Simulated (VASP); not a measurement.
Here is a VASP 6.6.1 calculation.

Contents of POSCAR:

```
K4Cd3Ir
1.0
    6.4004951300      0.0000000000      0.0000000000
    0.0000000000      6.4004951300      0.0000000000
    0.0000000000      0.0000000000      6.4004951300
K Cd Ir
4 3 1
Direct
    0.0000000000      0.0000000000      0.0000000000
    0.5000000000      0.5000000000      0.0000000000
    0.5000000000      0.0000000000      0.5000000000
    0.0000000000      0.5000000000      0.5000000000
    0.0000000000      0.5000000000      0.0000000000
    0.0000000000      0.0000000000      0.5000000000
    0.5000000000      0.0000000000      0.0000000000
    0.5000000000      0.5000000000      0.5000000000
```

File INCAR.step1:

```
PREC = Accurate ; ENCUT = 520
ISMEAR = -1 ; SIGMA = 0.1
LREAL = False ; LASPH = True
NELM = 100 ; NBANDS = 50
GGA = PE ; ALGO = Normal
EDIFF = 1E-4 ; LWAVE = True
LCHARG = False
```

File INCAR.step2:

```
PREC = Accurate ; ENCUT = 520
EDIFF = 1E-6 ; ISMEAR = -1
SIGMA = 0.1 ; LREAL = False
LASPH = True ; NELM = 100
ALGO = Normal ; ISIF = 2
LWAVE = False ; LCHARG = True
METAGGA = R2SCAN ; LMIXTAU = True
LELF = True ; LVHAR = True
NBANDS = 50 ; ISTART = 1
```

Contents of KPOINTS:

```
regular mesh
0
Gamma
  5 5 5
```

Potentials or basis: VASP PAW PBE potentials, release 64 (K_sv, Cd, Ir).

Launch:

```sh
$ cat potpaw_PBE.64/K_sv/POTCAR potpaw_PBE.64/Cd/POTCAR potpaw_PBE.64/Ir/POTCAR > POTCAR
$ cp INCAR.step1 INCAR
$ mpirun -np 1 vasp_std > vasp.out
$ cp INCAR.step2 INCAR
$ mpirun -np 1 vasp_std > vasp.out
```

(1) What does it give for the pressure?

Results:

(1) 3.4 GPa.

Caveat: the PAW data sets were made with another functional, which shifts forces and pressure a little.
